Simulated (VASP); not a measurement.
# LiH (Fm-3m) in VASP: further runs, part 2 of 2

VASP 6.6.1. Earlier steps stand in the parts before.

**6. Single point, PBE-based screened hybrid**

File POSCAR:

```
LiH
1.0
    0.0000000000      2.0029948335      2.0029948335
    2.0029948335      0.0000000000      2.0029948335
    2.0029948335      2.0029948335      0.0000000000
Li H
1 1
Direct
    0.0000000000      0.0000000000      0.0000000000
    0.5000000000      0.5000000000      0.5000000000
```

File INCAR.step1:

```
PREC = Accurate ; ENCUT = 520
EDIFF = 1E-5 ; ISMEAR = 0
SIGMA = 0.01 ; LREAL = False
LASPH = True ; NELM = 80
ALGO = Normal ; ISIF = 2
LWAVE = True ; LCHARG = False
NBANDS = 9 ; GGA = PE
```

File INCAR.step2:

```
PREC = Accurate ; ENCUT = 520
EDIFF = 1E-6 ; ISMEAR = 0
SIGMA = 0.01 ; LREAL = False
LASPH = True ; NELM = 80
ALGO = Normal ; ISIF = 2
LWAVE = False ; LCHARG = False
GGA = PE ; LHFCALC = True
AEXX = 0.2 ; HFSCREEN = 0.5
PRECFOCK = Normal ; NBANDS = 9
ISTART = 1
```

File KPOINTS:

```
Automatic mesh
0
Gamma
  6 6 6
```

Potentials or basis: VASP PAW PBE potentials, release 64 (Li_sv, H).

Started as:

```sh
cat potpaw_PBE.64/Li_sv/POTCAR potpaw_PBE.64/H/POTCAR > POTCAR
cp INCAR.step1 INCAR
mpirun -np 1 vasp_std > vasp.out
cp INCAR.step2 INCAR
mpirun -np 1 vasp_std > vasp.out
```

OUTCAR:

```text
PREC = Accurate
   ENCUT = 520
   EDIFF = 1E-6
   ISMEAR = 0
   LREAL = False
   LASPH = True
   NELM = 80
   ISIF = 2
   GGA = PE
   LHFCALC = True
   AEXX = 0.2
   HFSCREEN = 0.5
   PRECFOCK = Normal
   ISTART = 1

 ion  position               nearest neighbor table
   1  0.000  0.000  0.000-
   2  0.500  0.500  0.500-

  LATTYP: Found a face centered cubic cell.
 ALAT       =     4.0059896670

  Lattice vectors:

 A1 = (   0.0000000000,   2.0029948335,   2.0029948335)
 A2 = (   2.0029948335,   0.0000000000,   2.0029948335)
 A3 = (   2.0029948335,   2.0029948335,   0.0000000000)

Analysis of symmetry for initial positions (statically):
=====================================================================
 Subroutine PRICEL returns:
 Original cell was already a primitive cell.

 Routine SETGRP: Setting up the symmetry group for a
 face centered cubic supercell.

 Subroutine GETGRP returns: Found 48 space group operations
 (whereof 48 operations were pure point group operations)
 out of a pool of 48 trial point group operations.

The static configuration has the point symmetry O_h .

[... 165 lines left out ...]
 Fermi energy:        -0.0733166993

 k-point     1 :       0.0000    0.0000    0.0000
  band No.  band energies     occupation
      1     -46.6754      2.00000
      2      -5.9019      2.00000
      3      16.7851      0.00000
      4      18.3883      0.00000
      5      18.3883      0.00000
      6      18.3883      0.00000
      7      23.0744      0.00000
      8      23.0744      0.00000
      9      23.0744      0.00000
[... 169 lines left out ...]
 k-point    16 :      -0.3333    0.5000    0.1667
  band No.  band energies     occupation
      1     -46.6134      2.00000
      2      -0.3789      2.00000
      3       4.2185      0.00000
      4       7.3048      0.00000
      5      11.9356      0.00000
      6      18.0940      0.00000
      7      20.2645      0.00000
      8      29.4081      0.00000
      9      29.8226      0.00000

------------------------ aborting loop because EDIFF is reached ----------------------------------------

  FORCE on cell =-STRESS in cart. coord.  units (eV):
  Direction    XX          YY          ZZ          XY          YZ          ZX
  --------------------------------------------------------------------------------------
  -------------------------------------------------------------------------------------
  Total       -0.0532271     -0.0532271     -0.0532271      0.0000000     -0.0000000     -0.0000000
  in kB       -5.3060817     -5.3060817     -5.3060817      0.0000000     -0.0000000     -0.0000000
  external PRESSURE =      -5.3060817 kB  Pullay stress =       0.0000000 kB

 VOLUME and BASIS-vectors are now :
 -----------------------------------------------------------------------------
  energy-cutoff  :      520.00
  volume of cell :       16.07
      direct lattice vectors                 reciprocal lattice vectors
     0.000000000  2.002994833  2.002994833    -0.249626206  0.249626206  0.249626206
     2.002994833  0.000000000  2.002994833     0.249626206 -0.249626206  0.249626206
     2.002994833  2.002994833  0.000000000     0.249626206  0.249626206 -0.249626206

 POSITION                                       TOTAL-FORCE (eV/Angst)
 -----------------------------------------------------------------------------------
      0.00000      0.00000      0.00000        -0.000000     -0.000000     -0.000000
      2.00299      2.00299      2.00299         0.000000      0.000000      0.000000
 -----------------------------------------------------------------------------------
    total drift:                                0.000000      0.000000      0.000000

  FREE ENERGIE OF THE ION-ELECTRON SYSTEM (eV)
  ---------------------------------------------------
  free  energy   TOTEN  =        -6.4041430556 eV

  energy  without entropy=       -6.4041430556  energy(sigma->0) =       -6.40414306
```

OUTCAR.step1:

```text
PREC = Accurate
   ENCUT = 520
   EDIFF = 1E-5
   ISMEAR = 0
   LREAL = False
[... 404 lines left out ...]
      0.00000      0.00000      0.00000         0.000000      0.000000     -0.000000
      2.00299      2.00299      2.00299        -0.000000     -0.000000      0.000000
 -----------------------------------------------------------------------------------
    total drift:                                0.000000     -0.000000     -0.000000

  FREE ENERGIE OF THE ION-ELECTRON SYSTEM (eV)
  ---------------------------------------------------
  free  energy   TOTEN  =        -6.1260689155 eV

  energy  without entropy=       -6.1260689155  energy(sigma->0) =       -6.12606892
```

OSZICAR.step1:

```text
N       E                     dE             d eps       ncg     rms          rms(c)
DAV:   1    -0.249639776068E+01   -0.24964E+01   -0.14942E+03   304   0.404E+02
DAV:   2    -0.630148876316E+01   -0.38051E+01   -0.37860E+01   387   0.503E+01
DAV:   3    -0.636893931671E+01   -0.67451E-01   -0.67433E-01   339   0.552E+00
DAV:   4    -0.636934935846E+01   -0.41004E-03   -0.41003E-03   372   0.396E-01
DAV:   5    -0.636935296911E+01   -0.36107E-05   -0.36106E-05   350   0.275E-02    0.288E+00
DAV:   6    -0.618604599480E+01    0.18331E+00   -0.15012E-01   327   0.120E+00    0.144E+00
DAV:   7    -0.612435990873E+01    0.61686E-01   -0.19409E-01   323   0.153E+00    0.219E-01
DAV:   8    -0.612613529674E+01   -0.17754E-02   -0.41904E-03   343   0.433E-01    0.406E-02
DAV:   9    -0.612607443482E+01    0.60862E-04   -0.14369E-04   372   0.469E-02    0.628E-03
DAV:  10    -0.612606891549E+01    0.55193E-05   -0.52464E-06   236   0.163E-02
   1 F= -.61260689E+01 E0= -.61260689E+01  d E =-.502818E-14
```

It took 40 s on 1 thread of Intel Xeon Platinum 8259CL at 2.50GHz (Skylake/Cascade Lake), shared host; peak memory 0.23 GiB.

What came out:

```
Free energy            : -6.4041 eV
Band gap on the k mesh : 3.38 eV, direct
```

Caveat: the k points lie up to 0.45 Å⁻¹ apart; the cutoff is under 1.25 times the usual one of these potentials, so pressure, stress and relaxed cells hold a basis-set (Pulay) error; the PAW data sets were made with another functional, which shifts forces and pressure a little.

**7. Single point, HSE06**

POSCAR is that of step 6.

File INCAR.step1:

```
  ALGO = Normal
  EDIFF = 1E-5
  ENCUT = 520
  GGA = PE
  ISIF = 2
  ISMEAR = 1
  LASPH = T
  LREAL = F
  LWAVE = T
  NBANDS = 9
  NELM = 80
  PREC = Accurate
  SIGMA = 0.5
```

File INCAR.step2:

```
  ALGO = Normal
  EDIFF = 1E-6
  ENCUT = 520
  GGA = PE
  HFSCREEN = 0.2079
  ISIF = 2
  ISMEAR = 1
  ISTART = 1
  LASPH = T
  LCHARG = T
  LELF = T
  LHFCALC = T
  LREAL = F
  LVHAR = T
  LWAVE = F
  NBANDS = 9
  NELM = 80
  PREC = Accurate
  PRECFOCK = Normal
  SIGMA = 0.5
```

File KPOINTS:

```
k-points
0
Gamma
  6 6 6
```

Potentials or basis: VASP PAW PBE potentials, release 64 (Li_sv, H).

Started as:

```sh
cat potpaw_PBE.64/Li_sv/POTCAR potpaw_PBE.64/H/POTCAR > POTCAR
cp INCAR.step1 INCAR
mpirun -np 1 vasp_std > vasp.out
cp INCAR.step2 INCAR
mpirun -np 1 vasp_std > vasp.out
```

OUTCAR:

```text
EDIFF = 1E-6
   ENCUT = 520
   GGA = PE
   HFSCREEN = 0.2079
   ISIF = 2
   ISMEAR = 1
   ISTART = 1
   LASPH = T
   LHFCALC = T
   LREAL = F
   NELM = 80
   PREC = Accurate
   PRECFOCK = Normal

 ion  position               nearest neighbor table
   1  0.000  0.000  0.000-
   2  0.500  0.500  0.500-

  LATTYP: Found a face centered cubic cell.
 ALAT       =     4.0059896670

  Lattice vectors:

 A1 = (   0.0000000000,   2.0029948335,   2.0029948335)
 A2 = (   2.0029948335,   0.0000000000,   2.0029948335)
 A3 = (   2.0029948335,   2.0029948335,   0.0000000000)

Analysis of symmetry for initial positions (statically):
=====================================================================
 Subroutine PRICEL returns:
 Original cell was already a primitive cell.

 Routine SETGRP: Setting up the symmetry group for a
 face centered cubic supercell.

 Subroutine GETGRP returns: Found 48 space group operations
 (whereof 48 operations were pure point group operations)
 out of a pool of 48 trial point group operations.

The static configuration has the point symmetry O_h .

Analysis of symmetry for dynamics (positions and initial velocities):
=====================================================================
 Subroutine PRICEL returns:
 Original cell was already a primitive cell.

 Routine SETGRP: Setting up the symmetry group for a
 face centered cubic supercell.

 Subroutine GETGRP returns: Found 48 space group operations
 (whereof 48 operations were pure point group operations)
 out of a pool of 48 trial point group operations.

The dynamic configuration has the point symmetry O_h .

 Subroutine INISYM returns: Found 48 space group operations
 (whereof 48 operations are pure point group operations),
 and found     1 'primitive' translations

----------------------------------------------------------------------------------------

                                     Primitive cell

  volume of cell :      16.0720

  direct lattice vectors                    reciprocal lattice vectors
     0.000000000  2.002994833  2.002994833    -0.249626206  0.249626206  0.249626206
     2.002994833  0.000000000  2.002994833     0.249626206 -0.249626206  0.249626206
     2.002994833  2.002994833  0.000000000     0.249626206  0.249626206 -0.249626206

  length of vectors
     2.832662459  2.832662459  2.832662459     0.432365271  0.432365271  0.432365271

  position of ions in fractional coordinates (direct lattice)
     0.000000000  0.000000000  0.000000000
     0.500000000  0.500000000  0.500000000

  ion indices of the primitive-cell ions
   primitive index   ion index
                 1           1
                 2           2

----------------------------------------------------------------------------------------

 KPOINTS: k-points

Automatic generation of k-mesh.
 Grid dimensions read from file:
 generate k-points for:    6    6    6

 Generating k-lattice:

  Cartesian coordinates                     Fractional coordinates (reciprocal lattice)
    -0.041604368  0.041604368  0.041604368     0.166666667  0.000000000  0.000000000
     0.041604368 -0.041604368  0.041604368     0.000000000  0.166666667  0.000000000
     0.041604368  0.041604368 -0.041604368     0.000000000  0.000000000  0.166666667
[... 34 lines left out ...]
   dimension x,y,z NGXF=    48 NGYF=   48 NGZF=   48
   ions per type =               1   1
   NGX,Y,Z   is equivalent  to a cutoff of  14.09, 14.09, 14.09 a.u.
   NGXF,Y,Z  is equivalent  to a cutoff of  28.17, 28.17, 28.17 a.u.
 SYSTEM =  unknown system
   PREC   = accura    normal or accurate (medium, high low for compatibility)
   ISTART =      1    job   : 0-new  1-cont  2-samecut
   ICHARG =      0    charge: 1-file 2-atom 10-const
   ISPIN  =      1    spin polarized calculation?
   LNONCOLLINEAR =      F non collinear calculations
   LSORBIT =      F    spin-orbit coupling
   LASPH  =      T    aspherical Exc in radial PAW
   ENCUT  =  520.0 eV  38.22 Ry    6.18 a.u.   5.27  5.27  5.27*2*pi/ulx,y,z
   NELM   =     80;   NELMIN=  2; NELMDL=  0     # of ELM steps
   EDIFF  = 0.1E-05   stopping-criterion for ELM
   LREAL  =      F    real-space projection
   EDIFFG = 0.1E-04   stopping-criterion for IOM
   NSW    =      0    number of steps for IOM
   IBRION =     -1    ionic relax: 0-MD 1-quasi-New 2-CG
   NFREE  =      0    steps in history (QN), initial steepest desc. (CG)
   ISIF   =      2    stress and relaxation
   ISYM   =      3    0-nonsym 1-usesym 2-fastsym
   POTIM  = 0.5000    time-step for ionic-motion
   TEBEG  =    0.0;   TEEND  =   0.0 temperature during run
   PSTRESS=    0.0 pullay stress
   NELECT =       4.0000    total number of electrons
   NUPDOWN=      -1.0000    fix difference up-down
   EMIN   =  10.00;   EMAX   =-10.00  energy-range for DOS
   EFERMI =   0.00;   METHOD = LEGACY
   ISMEAR =     1;   SIGMA  =   0.50  broadening in eV -4-tet -1-fermi 0-gaus
   EFERMI_NEDOS =   21; number of points for ismear=-14 and -15
   IALGO  =     38    algorithm
   IMIX   =      1    mixing-type and parameters
     AMIX     =   0.40;   BMIX     =  1.00
     AMIX_MAG =   1.60;   BMIX_MAG =  1.00
  volume/ion in A,a.u.               =       8.04        54.23
  Fermi-wavevector in a.u.,A,eV,Ry     =   1.029765  1.945975 14.427849  1.060417
  Thomas-Fermi vector in A             =   2.163830
   LORBIT       =      0    0 simple, 1 ext, 2 COOP (PROOUT), +10 PAW based schemes
   GGA     = PE    functional components
   LHFCALC =     T    Hartree Fock is set to
   PRECFOCK=normal    Normal, Fast or Accurate (Low or Medium for compatibility)
   ENCUT4O =  -1.0   cutoff for four orbital integrals eV
   NKREDX  =     1    reduce k-point grid by
   NKREDY  =     1    reduce k-point grid by
   NKREDZ  =     1    reduce k-point grid by
   AEXX    =    0.2500 exact exchange contribution
   HFSCREEN=    0.2079 screening length (either q_TF or 0.3 A-1)
   HFSCREENC=   0.2079 screening length for correlation (either q_TF or 0.3 A-1)
   ENCUTFOCK=  -1.0 apply spherical cutoff to Coloumb kernel
   IVDW    =     0    specifies the selected vdW correction
   LEPSILON=     F    determine dielectric tensor
   LRPA    =     F    only Hartree local field effects (RPA)
 non-spin polarized calculation
 Methfessel and Paxton  Order N= 1 SIGMA  =   0.50
  energy-cutoff  :      520.00
  volume of cell :       16.07
 maximum number of plane-waves:       444
 NGX is ok and might be reduce to    24
  NGX = 16; NGY = 16; NGZ = 16

 number of electron       3.9999995 magnetization

 Free energy of the ion-electron system (eV)
  ---------------------------------------------------
  ext. energy  EPLUGINS =         0.00000000
  ---------------------------------------------------
  free energy    TOTEN  =        -6.78407661 eV

  energy without entropy =       -6.78641446  energy(sigma->0) =       -6.78485590

 E-fermi :  -0.2945     XC(G=0):  -7.1281

 val. band max:       -0.5886558175   @ k =   0.5000   0.5000   0.0000
 cond. band min:       3.3791416181   @ k =   0.5000   0.5000   0.0000
 fundamental gap:      3.9677974355
 Fermi energy:        -0.2944516728

 k-point     1 :       0.0000    0.0000    0.0000
  band No.  band energies     occupation
      1     -47.8779      2.00000
      2      -6.6715      2.00000
      3      17.3817      0.00000
      4      18.8944      0.00000
      5      18.8944      0.00000
      6      18.8945      0.00000
      7      23.5057      0.00000
      8      23.5057      0.00000
      9      23.5057      0.00000
[... 169 lines left out ...]
 k-point    16 :      -0.3333    0.5000    0.1667
  band No.  band energies     occupation
      1     -47.8125      2.00000
      2      -0.7748      2.04111
      3       4.4586     -0.00000
      4       7.6236     -0.00000
      5      12.3388      0.00000
      6      18.6090      0.00000
      7      20.6880      0.00000
      8      29.8596      0.00000
      9      30.4026      0.00000

------------------------ aborting loop because EDIFF is reached ----------------------------------------

  FORCE on cell =-STRESS in cart. coord.  units (eV):
  Direction    XX          YY          ZZ          XY          YZ          ZX
  --------------------------------------------------------------------------------------
  -------------------------------------------------------------------------------------
  Total       -0.0684964     -0.0684964     -0.0684964     -0.0000000     -0.0000000     -0.0000000
  in kB       -6.8282390     -6.8282390     -6.8282390     -0.0000000     -0.0000000     -0.0000000
  external PRESSURE =      -6.8282390 kB  Pullay stress =       0.0000000 kB

 VOLUME and BASIS-vectors are now :
 -----------------------------------------------------------------------------
  energy-cutoff  :      520.00
  volume of cell :       16.07
      direct lattice vectors                 reciprocal lattice vectors
     0.000000000  2.002994833  2.002994833    -0.249626206  0.249626206  0.249626206
     2.002994833  0.000000000  2.002994833     0.249626206 -0.249626206  0.249626206
     2.002994833  2.002994833  0.000000000     0.249626206  0.249626206 -0.249626206

 POSITION                                       TOTAL-FORCE (eV/Angst)
 -----------------------------------------------------------------------------------
      0.00000      0.00000      0.00000        -0.000000      0.000000      0.000000
      2.00299      2.00299      2.00299         0.000000     -0.000000     -0.000000
 -----------------------------------------------------------------------------------
    total drift:                               -0.000000     -0.000000     -0.000000

  FREE ENERGIE OF THE ION-ELECTRON SYSTEM (eV)
  ---------------------------------------------------
  free  energy   TOTEN  =        -6.7840766138 eV

  energy  without entropy=       -6.7864144582  energy(sigma->0) =       -6.78485590
```

Wall time 61 s (1 thread of Intel Xeon Platinum 8259CL at 2.50GHz (Skylake/Cascade Lake), shared host); peak memory 0.23 GiB.

What came out:

```yaml
Free_energy: -6.7841 eV
Band_gap_on_the_k_mesh: 3.97 eV, direct
```

Caveat: the k points lie up to 0.45 Å⁻¹ apart; the cutoff is under 1.25 times the usual one of these potentials, so pressure, stress and relaxed cells hold a basis-set (Pulay) error; the PAW data sets were made with another functional, which shifts forces and pressure a little. A k mesh can miss the band edges.

**8. Summary**

```tsv
level	k mesh	smearing	grid for exact exchange (PRECFOCK)	screening parameter	share of exact exchange	gap on the mesh (eV)
PBE	4 × 4 × 4	gaussian 0.01 eV	-	-	-	2.97
r2SCAN	8 × 8 × 8	gaussian 0.01 eV	-	-	-	3.58
HSE06	6 × 6 × 6	gaussian 0.01 eV	Normal	0.2079 1/Å	-	3.97
PBE-based global hybrid	6 × 6 × 6	gaussian 0.01 eV	Normal	-	0.75	8.34
PBE-based screened hybrid	6 × 6 × 6	gaussian 0.01 eV	Normal	0.5 1/Å	0.2	3.38
HSE06	6 × 6 × 6	methfessel-paxton 0.5 eV	Normal	0.2079 1/Å	-	3.97
```

Alike in all rows: task single point; potentials or basis VASP PAW PBE potentials, release 64 (Li_sv, H); no spin polarisation; cell as given; cutoff (eV) 520.

Caveats: some runs use coarse meshes; the cutoff is under 1.25 times the usual one of these potentials, so pressure, stress and relaxed cells hold a basis-set (Pulay) error; the PAW data sets were made with another functional, which shifts forces and pressure a little (some runs).

Total energies depend on the potentials used, so only differences within one code and one set of settings carry meaning.
